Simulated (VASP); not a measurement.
Write the native input for VASP 6.6.1 that does the following.

```yaml
Task: single point
Functional: PBE
Potentials_or_basis: VASP PAW PBE potentials, release 64 (Cu)
Cutoff: 520 eV
k_mesh: 20 × 20 × 14
Occupations: gaussian, width 0.1 eV
Spin: no spin polarisation
Dipole_correction: no
Further_INCAR_settings: ALGO = Fast; EDIFF = 1e-06; NBANDS = 18
```

The structure of Cu lies in POSCAR:

```
Cu
1.0
    1.7882608592      1.7882608592      0.0000000000
   -1.7882608592      1.7882608592      0.0000000000
    0.0000000000      0.0000000000      3.7749949230
Cu
2
Direct
    0.0000000000      0.0000000000      0.0000000000
    0.5000000000      0.5000000000      0.5000000000
```

This cell differs from its parent crystal: uniaxial strain along c: +4.0 %, then relaxed in part.

One way to write it, as run:

INCAR

```
PREC     = Accurate       # precision mode
ENCUT    = 520            # plane-wave cutoff, eV
EDIFF    = 1E-6           # SCF threshold, eV
ISMEAR   = 0              # smearing method
SIGMA    = 0.1            # smearing width, eV
LREAL    = F              # projectors in reciprocal space
LASPH    = T              # aspherical terms in the spheres
NELM     = 60             # most SCF steps
ALGO     = Fast           # electronic algorithm
ISIF     = 2              # what is computed and relaxed
LWAVE    = F              # write WAVECAR
LCHARG   = F              # write CHGCAR
GGA      = PE             # functional
NBANDS   = 18             # bands
```

KPOINTS

```
Automatic mesh
0
Gamma
  20 20 14
```

Potentials or basis: VASP PAW PBE potentials, release 64 (Cu).

Launch:

```sh
$ cat potpaw_PBE.64/Cu/POTCAR > POTCAR
$ mpirun -np 1 vasp_std > vasp.out
```

It gave:

| Property | Result |
| --- | --- |
| Pressure | -0.3 GPa |
| Band gap on the k mesh | zero (band 11 reaches 13.49 eV, above the bottom of band 12 at 5.48 eV) |

Caveat: the cell differs from its parent crystal (uniaxial strain along c: +4.0 %, then relaxed in part).

Run time: 2.3 min on 1 thread of Intel Xeon 6975P-C, with other jobs on the host, peak memory 0.29 GiB.
